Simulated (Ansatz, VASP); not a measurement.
# One calculation of Pb, two programs

```
Pb
1.0
     0.00000    2.43755    2.43755
     2.43755    0.00000    2.43755
     2.43755    2.43755    0.00000
Pb
1
Direct
  0.00000 0.00000 0.00000
```

Alike in both runs: task single point; functional LDA; k mesh 5 × 5 × 5; occupations fermi-dirac, width 0.1 eV; no spin polarisation.

|  | VASP | Ansatz |
| --- | --- | --- |
| version | VASP 6.6.1 | Ansatz 0.2.0 |
| potentials or method | VASP PAW LDA potentials, release 64 (Pb_d), cutoff 520 eV | plane waves (420 eV) with PAW, scalar-relativistic |
| valence electrons in the cell | 14 | 14 |

|  | VASP | Ansatz | Ansatz less VASP |
| --- | --- | --- | --- |
| pressure (GPa) | -0.2 | -0.3 | -0.07 |

Ansatz warns that its potentials were made for another functional, while VASP's fit it. LDA's correlation is that of Perdew and Zunger in VASP and of Perdew and Wang (1992) in Ansatz.

The k mesh is coarse, so the values compare programs but aren't converged. Spin-orbit coupling is off throughout.
